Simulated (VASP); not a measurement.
# Mo (Im-3m) in VASP: further runs

Mo is run at these levels: PBEsol; tasks: single point, relaxation of cell and atoms.

All numbers are computed with VASP 6.6.1; they aren't measurements. Logs are shortened: lines on timing, memory, paths and dates and some standing lists are left out, and cuts for length are marked.

## (1) The cell of the first run

Symmetry: Im-3m, No. 229, cubic system. Conventional cell: a = 3.130 Å, b = 3.130 Å, c = 3.130 Å, α = 90.00°, β = 90.00°, γ = 90.00°. Within 3.6 Å of Mo (site symmetry m-3m) lie 14 Mo at 2.71 to 3.13 Å.

## (2) Single point, PBEsol

Contents of INCAR:

```
SYSTEM = Mo
PREC = Accurate
ENCUT = 520
EDIFF = 1E-7
ISMEAR = 0
SIGMA = 0.3
LREAL = .FALSE.
LASPH = .TRUE.
NELM = 60
ALGO = Normal
ISIF = 2
LWAVE = .FALSE.
LCHARG = .FALSE.
GGA = PS
NBANDS = 13
```

Contents of KPOINTS:

```
Automatic mesh
0
G
  24 24 24
  0 0 0
```

Contents of POSCAR:

```
Mo
1.0
   -1.5649783773      1.5649783773      1.5649783773
    1.5649783773     -1.5649783773      1.5649783773
    1.5649783773      1.5649783773     -1.5649783773
Mo
1
Direct
    0.0000000000      0.0000000000      0.0000000000
```

Potentials or basis: VASP PAW PBE potentials, release 64 (Mo_sv).

Run with:

```
$ cat potpaw_PBE.64/Mo_sv/POTCAR > POTCAR
$ mpirun -np 1 vasp_std > vasp.out
```

OUTCAR:

```text
SYSTEM = Mo
   PREC = Accurate
   ENCUT = 520
   EDIFF = 1E-7
   ISMEAR = 0
   LREAL = .FALSE.
   LASPH = .TRUE.
   NELM = 60
   ISIF = 2
   GGA = PS

 ion  position               nearest neighbor table
   1  0.000  0.000  0.000-

  LATTYP: Found a body centered cubic cell.
 ALAT       =     3.1299567546

  Lattice vectors:

 A1 = (  -1.5649783773,   1.5649783773,   1.5649783773)
 A2 = (   1.5649783773,  -1.5649783773,   1.5649783773)
 A3 = (   1.5649783773,   1.5649783773,  -1.5649783773)

Analysis of symmetry for initial positions (statically):
=====================================================================
 Subroutine PRICEL returns:
 Original cell was already a primitive cell.

 Routine SETGRP: Setting up the symmetry group for a
 body centered cubic supercell.

 Subroutine GETGRP returns: Found 48 space group operations
 (whereof 48 operations were pure point group operations)
 out of a pool of 48 trial point group operations.

The static configuration has the point symmetry O_h .

Analysis of symmetry for dynamics (positions and initial velocities):
=====================================================================
 Subroutine PRICEL returns:
 Original cell was already a primitive cell.

 Routine SETGRP: Setting up the symmetry group for a
 body centered cubic supercell.

 Subroutine GETGRP returns: Found 48 space group operations
 (whereof 48 operations were pure point group operations)
 out of a pool of 48 trial point group operations.

The dynamic configuration has the point symmetry O_h .

 Subroutine INISYM returns: Found 48 space group operations
 (whereof 48 operations are pure point group operations),
 and found     1 'primitive' translations

----------------------------------------------------------------------------------------

                                     Primitive cell

  volume of cell :      15.3315

  direct lattice vectors                    reciprocal lattice vectors
    -1.564978377  1.564978377  1.564978377     0.000000000  0.319493232  0.319493232
     1.564978377 -1.564978377  1.564978377     0.319493232  0.000000000  0.319493232
     1.564978377  1.564978377 -1.564978377     0.319493232  0.319493232  0.000000000

  length of vectors
     2.710622062  2.710622062  2.710622062     0.451831662  0.451831662  0.451831662

  position of ions in fractional coordinates (direct lattice)
     0.000000000  0.000000000  0.000000000

  ion indices of the primitive-cell ions
   primitive index   ion index
                 1           1

----------------------------------------------------------------------------------------

 KPOINTS: Automatic mesh

Automatic generation of k-mesh.
 Grid dimensions read from file:
 generate k-points for:   24   24   24

 Generating k-lattice:

  Cartesian coordinates                     Fractional coordinates (reciprocal lattice)
     0.000000000  0.013312218  0.013312218     0.041666667  0.000000000  0.000000000
     0.013312218  0.000000000  0.013312218     0.000000000  0.041666667  0.000000000
     0.013312218  0.013312218  0.000000000     0.000000000  0.000000000  0.041666667

  Length of vectors
     0.018826319  0.018826319  0.018826319

  Shift w.r.t. Gamma in fractional coordinates (k-lattice)
     0.000000000  0.000000000  0.000000000

 Subroutine IBZKPT returns following result:
 ===========================================

 Found    413 irreducible k-points:

 Following reciprocal coordinates:
            Coordinates               Weight
  0.000000  0.000000  0.000000      1.000000
  0.041667  0.000000  0.000000     12.000000
  0.083333  0.000000  0.000000     12.000000
  0.125000  0.000000  0.000000     12.000000
  0.166667  0.000000  0.000000     12.000000
  0.208333  0.000000  0.000000     12.000000
[... 16 lines left out ...]
  0.416667  0.041667  0.000000     48.000000
  0.458333  0.041667  0.000000     48.000000
 [... further k-points ...]
   k-points           NKPTS =    413   k-points in BZ     NKDIM =    413   number of bands    NBANDS=     13
   number of dos      NEDOS =    301   number of ions     NIONS =      1
   total plane-waves  NPLWV =   8000
   dimension x,y,z NGX =    20 NGY =   20 NGZ =   20
   dimension x,y,z NGXF=    40 NGYF=   40 NGZF=   40
   ions per type =               1
   NGX,Y,Z   is equivalent  to a cutoff of  12.27, 12.27, 12.27 a.u.
   NGXF,Y,Z  is equivalent  to a cutoff of  24.53, 24.53, 24.53 a.u.
 SYSTEM =  Mo
   PREC   = accura    normal or accurate (medium, high low for compatibility)
   ISTART =      0    job   : 0-new  1-cont  2-samecut
   ICHARG =      2    charge: 1-file 2-atom 10-const
   ISPIN  =      1    spin polarized calculation?
   LNONCOLLINEAR =      F non collinear calculations
   LSORBIT =      F    spin-orbit coupling
   LASPH  =      T    aspherical Exc in radial PAW
   ENCUT  =  520.0 eV  38.22 Ry    6.18 a.u.   5.04  5.04  5.04*2*pi/ulx,y,z
   NELM   =     60;   NELMIN=  2; NELMDL= -5     # of ELM steps
   EDIFF  = 0.1E-06   stopping-criterion for ELM
   LREAL  =      F    real-space projection
   EDIFFG = 0.1E-05   stopping-criterion for IOM
   NSW    =      0    number of steps for IOM
   IBRION =     -1    ionic relax: 0-MD 1-quasi-New 2-CG
   NFREE  =      0    steps in history (QN), initial steepest desc. (CG)
   ISIF   =      2    stress and relaxation
   ISYM   =      2    0-nonsym 1-usesym 2-fastsym
   POTIM  = 0.5000    time-step for ionic-motion
   TEBEG  =    0.0;   TEEND  =   0.0 temperature during run
   PSTRESS=    0.0 pullay stress
   NELECT =      14.0000    total number of electrons
   NUPDOWN=      -1.0000    fix difference up-down
   EMIN   =  10.00;   EMAX   =-10.00  energy-range for DOS
   EFERMI =   0.00;   METHOD = LEGACY
   ISMEAR =     0;   SIGMA  =   0.30  broadening in eV -4-tet -1-fermi 0-gaus
   EFERMI_NEDOS =   21; number of points for ismear=-14 and -15
   IALGO  =     38    algorithm
   IMIX   =      4    mixing-type and parameters
     AMIX     =   0.40;   BMIX     =  1.00
     AMIX_MAG =   1.60;   BMIX_MAG =  1.00
  volume/ion in A,a.u.               =      15.33       103.46
  Fermi-wavevector in a.u.,A,eV,Ry     =   1.588263  3.001382 34.321789  2.522580
  Thomas-Fermi vector in A             =   2.687294
   LORBIT       =      0    0 simple, 1 ext, 2 COOP (PROOUT), +10 PAW based schemes
   GGA     = PS    functional components
   LHFCALC =     F    Hartree Fock is set to
   AEXX    =    0.0000 exact exchange contribution
   IVDW    =     0    specifies the selected vdW correction
   LEPSILON=     F    determine dielectric tensor
   LRPA    =     F    only Hartree local field effects (RPA)
 non-spin polarized calculation
 Gauss-broadening in eV      SIGMA  =   0.30
  energy-cutoff  :      520.00
  volume of cell :       15.33
 maximum number of plane-waves:       428
   NGX =  9   NGY =  9   NGZ =  9

 number of electron      13.9999998 magnetization

 Free energy of the ion-electron system (eV)
  ---------------------------------------------------
  ext. energy  EPLUGINS =         0.00000000
  ---------------------------------------------------
  free energy    TOTEN  =       -11.79228797 eV

  energy without entropy =      -11.76380091  energy(sigma->0) =      -11.77804444

 E-fermi :  12.7836     XC(G=0): -13.6382

 val. band max:       12.7793514720   @ k =  -0.3333   0.3333   0.2500
 cond. band min:      12.7857142424   @ k =  -0.2917   0.3333   0.2500
 fundamental gap:      0.0063627705
 Fermi energy:        12.7836466301

 k-point     1 :       0.0000    0.0000    0.0000
  band No.  band energies     occupation
      1     -48.4151      2.00000
      2     -21.6561      2.00000
      3     -21.6561      2.00000
      4     -21.6561      2.00000
      5       5.4305      2.00000
      6      11.3756      2.00000
      7      11.3756      2.00000
      8      11.3756      2.00000
      9      14.4633      0.00000
     10      14.4633      0.00000
     11      27.6153      0.00000
     12      27.6153      0.00000
     13      27.6153      0.00000

 k-point     2 :       0.0417    0.0000    0.0000
  band No.  band energies     occupation
      1     -48.4103      2.00000
      2     -21.6836      2.00000
      3     -21.6645      2.00000
      4     -21.6563      2.00000
      5       5.5100      2.00000
      6      11.3299      2.00000
      7      11.3687      2.00000
      8      11.4500      2.00000
      9      14.3929      0.00000
     10      14.4642      0.00000
     11      27.6776      0.00000
     12      27.7492      0.00000
     13      27.7811      0.00000

 k-point     3 :       0.0833    0.0000    0.0000
  band No.  band energies     occupation
      1     -48.3962      2.00000
      2     -21.7638      2.00000
      3     -21.6892      2.00000
      4     -21.6569      2.00000
      5       5.7422      2.00000
      6      11.1989      2.00000
      7      11.3417      2.00000
      8      11.6718      2.00000
      9      14.2149      0.00000
     10      14.4686      0.00000
     11      27.8451      0.00000
     12      28.1443      0.00000
     13      28.2323      0.00000
[... 305 lines left out ...]
 k-point    23 :       0.4167    0.0417    0.0000
  band No.  band energies     occupation
      1     -48.1363      2.00000
      2     -23.0956      2.00000
      3     -22.1216      2.00000
      4     -21.6800      2.00000
      5       7.4323      2.00000
      6       9.3562      2.00000
      7      13.6105      0.00010
      8      14.5519      0.00000
      9      15.2559      0.00000
     10      17.4417      0.00000
     11      25.0274      0.00000
     12      25.2358      0.00000
     13      30.7889      0.00000

 k-point    24 :       0.4583    0.0417    0.0000
  band No.  band energies     occupation
      1     -48.1264      2.00000
      2     -23.1420      2.00000
      3     -22.1376      2.00000
      4     -21.6805      2.00000
      5       7.3714      2.00000
      6       9.2995      2.00000
      7      14.0261      0.00000
      8      14.5061      0.00000
      9      15.3776      0.00000
     10      17.7976      0.00000
     11      24.6962      0.00000
     12      24.9066      0.00000
     13      30.2710      0.00000

 [... further k-points ...]
[... 5 lines left out ...]
  --------------------------------------------------------------------------------------
  -------------------------------------------------------------------------------------
  Total        0.0528222      0.0528222      0.0528222      0.0000000      0.0000000      0.0000000
  in kB        5.5200376      5.5200376      5.5200376      0.0000000      0.0000000      0.0000000
  external PRESSURE =       5.5200376 kB  Pullay stress =       0.0000000 kB

 VOLUME and BASIS-vectors are now :
 -----------------------------------------------------------------------------
  energy-cutoff  :      520.00
  volume of cell :       15.33
      direct lattice vectors                 reciprocal lattice vectors
    -1.564978377  1.564978377  1.564978377     0.000000000  0.319493232  0.319493232
     1.564978377 -1.564978377  1.564978377     0.319493232  0.000000000  0.319493232
     1.564978377  1.564978377 -1.564978377     0.319493232  0.319493232  0.000000000

 POSITION                                       TOTAL-FORCE (eV/Angst)
 -----------------------------------------------------------------------------------
      0.00000      0.00000      0.00000        -0.000000      0.000000      0.000000
 -----------------------------------------------------------------------------------
    total drift:                                0.000000     -0.000000     -0.000000

  FREE ENERGIE OF THE ION-ELECTRON SYSTEM (eV)
  ---------------------------------------------------
  free  energy   TOTEN  =       -11.7922879725 eV

  energy  without entropy=      -11.7638009085  energy(sigma->0) =      -11.77804444
```

It took 22 s on 1 thread of Intel Xeon 6975P-C (Granite Rapids), shared host; peak memory 0.18 GiB.

What came out:

```
Free energy            : -11.7923 eV
Pressure               : 0.6 GPa
Band gap on the k mesh : zero (band 7 reaches 16.90 eV, above the bottom of band 8 at 11.38 eV)
```

Caveat: the PAW data sets were made with another functional, which shifts forces and pressure a little.

## (3) Relaxation of cell and atoms, PBEsol

This run uses another cell than the first one, of 15.78 Å³/atom, 1.029 times its volume.

Contents of INCAR:

```
SYSTEM = Mo
ALGO = Normal
EDIFF = 1E-6
EDIFFG = -0.005
ENCUT = 600
GGA = PS
IBRION = 2
ISIF = 3
ISMEAR = 0
LASPH = .TRUE.
LCHARG = .FALSE.
LREAL = .FALSE.
LWAVE = .FALSE.
NELM = 60
NSW = 80
PREC = Accurate
SIGMA = 0.3
```

Contents of KPOINTS:

```
k-points
0
G
  24 24 24
  0 0 0
```

Contents of POSCAR:

```
Mo
1.0
   -1.5800000000      1.5800000000      1.5800000000
    1.5800000000     -1.5800000000      1.5800000000
    1.5800000000      1.5800000000     -1.5800000000
Mo
1
Direct
    0.0000000000      0.0000000000      0.0000000000
```

Potentials or basis: VASP PAW PBE potentials, release 64 (Mo_sv).

Run with:

```
$ cat potpaw_PBE.64/Mo_sv/POTCAR > POTCAR
$ mpirun -np 1 vasp_std > vasp.out
```

OUTCAR:

```text
SYSTEM = Mo
   EDIFF = 1E-6
   EDIFFG = -0.005
   ENCUT = 600
   GGA = PS
   IBRION = 2
   ISIF = 3
   ISMEAR = 0
   LASPH = .TRUE.
   LREAL = .FALSE.
   NELM = 60
   NSW = 80
   PREC = Accurate

 ion  position               nearest neighbor table
   1  0.000  0.000  0.000-

  LATTYP: Found a body centered cubic cell.
 ALAT       =     3.1600000000

  Lattice vectors:

 A1 = (  -1.5800000000,   1.5800000000,   1.5800000000)
 A2 = (   1.5800000000,  -1.5800000000,   1.5800000000)
 A3 = (   1.5800000000,   1.5800000000,  -1.5800000000)

Analysis of symmetry for initial positions (statically):
=====================================================================
 Subroutine PRICEL returns:
 Original cell was already a primitive cell.

 Routine SETGRP: Setting up the symmetry group for a
 body centered cubic supercell.

 Subroutine GETGRP returns: Found 48 space group operations
 (whereof 48 operations were pure point group operations)
 out of a pool of 48 trial point group operations.

The static configuration has the point symmetry O_h .

Analysis of symmetry for dynamics (positions and initial velocities):
=====================================================================
 Subroutine PRICEL returns:
 Original cell was already a primitive cell.

 Routine SETGRP: Setting up the symmetry group for a
 body centered cubic supercell.

 Subroutine GETGRP returns: Found 48 space group operations
 (whereof 48 operations were pure point group operations)
 out of a pool of 48 trial point group operations.

The dynamic configuration has the point symmetry O_h .

 Subroutine INISYM returns: Found 48 space group operations
 (whereof 48 operations are pure point group operations),
 and found     1 'primitive' translations

[... 124 lines left out ...]
 non-spin polarized calculation
 Gauss-broadening in eV      SIGMA  =   0.30
  energy-cutoff  :      600.00
  volume of cell :       15.78
 maximum number of plane-waves:       543
 NGX is ok and might be reduce to    24
   NGX = 11   NGY = 11   NGZ = 11

--------------------------------------- Ionic step        1  -------------------------------------------

 number of electron      14.0000002 magnetization

 Free energy of the ion-electron system (eV)
  ---------------------------------------------------
  ext. energy  EPLUGINS =         0.00000000
  ---------------------------------------------------
  free energy    TOTEN  =       -11.78329678 eV

  energy without entropy =      -11.75436773  energy(sigma->0) =      -11.76883226

------------------------ aborting loop because EDIFF is reached ----------------------------------------

  FORCE on cell =-STRESS in cart. coord.  units (eV):
  Direction    XX          YY          ZZ          XY          YZ          ZX
  --------------------------------------------------------------------------------------
  -------------------------------------------------------------------------------------
  Total       -0.7044337     -0.7044337     -0.7044337      0.0000000      0.0000000      0.0000000
  in kB      -71.5351432    -71.5351432    -71.5351432      0.0000000      0.0000000      0.0000000
  external PRESSURE =     -71.5351432 kB  Pullay stress =       0.0000000 kB
[... 197 lines left out ...]
--------------------------------------- Ionic step        7  -------------------------------------------

 number of electron      14.0000001 magnetization

 Free energy of the ion-electron system (eV)
  ---------------------------------------------------
  ext. energy  EPLUGINS =         0.00000000
  ---------------------------------------------------
  free energy    TOTEN  =       -11.79292191 eV

  energy without entropy =      -11.76440966  energy(sigma->0) =      -11.77866579

 E-fermi :  12.7551     XC(G=0): -13.6283

 val. band max:       12.7513454129   @ k =  -0.3333   0.3333   0.2500
 cond. band min:      12.7575936099   @ k =  -0.2917   0.3333   0.2500
 fundamental gap:      0.0062481970
 Fermi energy:        12.7551191058

 k-point     1 :       0.0000    0.0000    0.0000
  band No.  band energies     occupation
      1     -48.4428      2.00000
      2     -21.6886      2.00000
      3     -21.6886      2.00000
      4     -21.6886      2.00000
      5       5.4084      2.00000
      6      11.3507      2.00000
      7      11.3507      2.00000
      8      11.3507      2.00000
      9      14.4319      0.00000
     10      14.4319      0.00000
     11      27.5852      0.00000
[... 309 lines left out ...]
 k-point    24 :       0.4583    0.0417    0.0000
  band No.  band energies     occupation
      1     -48.1560      2.00000
      2     -23.1665      2.00000
      3     -22.1677      2.00000
      4     -21.7128      2.00000
      5       7.3538      2.00000
      6       9.2795      2.00000
      7      13.9928      0.00000
      8      14.4736      0.00000
      9      15.3428      0.00000
     10      17.7568      0.00000
     11      24.6445      0.00000

 [... further k-points ...]
[... 5 lines left out ...]
  --------------------------------------------------------------------------------------
  -------------------------------------------------------------------------------------
  Total       -0.0016513     -0.0016513     -0.0016513      0.0000000      0.0000000      0.0000000
  in kB       -0.1722705     -0.1722705     -0.1722705      0.0000000      0.0000000      0.0000000
  external PRESSURE =      -0.1722705 kB  Pullay stress =       0.0000000 kB
[... 16 lines left out ...]
  FREE ENERGIE OF THE ION-ELECTRON SYSTEM (eV)
  ---------------------------------------------------
  free  energy   TOTEN  =       -11.7929219109 eV

  energy  without entropy=      -11.7644096619  energy(sigma->0) =      -11.77866579

 reached required accuracy - stopping structural energy minimisation
```

It took 80 s on 1 thread of Intel Xeon 6975P-C (Granite Rapids), shared host; peak memory 0.23 GiB.

Results:

```yaml
Free_energy: -11.7929 eV
Relaxed_volume: 15.36 Å³/atom
Relaxed_cell: a = 2.712 Å, b = 2.712 Å, c = 2.712 Å, α = 109.47°, β = 109.47°, γ = 109.47°
Space_group_after_relaxing_to_0.05_Å: Im-3m (No. 229)
Energy_gained_by_relaxing: 9.6 meV/atom
Ionic_steps: 7
Pressure_after_relaxing: 0.0 GPa
Band_gap_on_the_k_mesh: zero (band 7 reaches 16.87 eV, above the bottom of band 8 at 11.35 eV)
```

The path:
```
step  energy change (eV)  largest force (eV/Å)  pressure (GPa)  volume (Å³)
   1              0.0000                0.0000           -7.15        15.78
   2              0.0740                0.0000           25.27        14.22
   3             -0.0096                0.0000           -0.20        15.37
   4             -0.0096                0.0000           -0.05        15.36
   5             -0.0096                0.0000            0.10        15.35
   6             -0.0096                0.0000           -0.18        15.37
   7             -0.0096                0.0000           -0.02        15.36
```

Final structure:
```xyz
1
Lattice="-1.5659 1.5659 1.5659 1.5659 -1.5659 1.5659 1.5659 1.5659 -1.5659" Properties=species:S:1:pos:R:3 pbc="T T T"
Mo    0.0000    0.0000    0.0000
```

Caveat: the PAW data sets were made with another functional, which shifts forces and pressure a little.
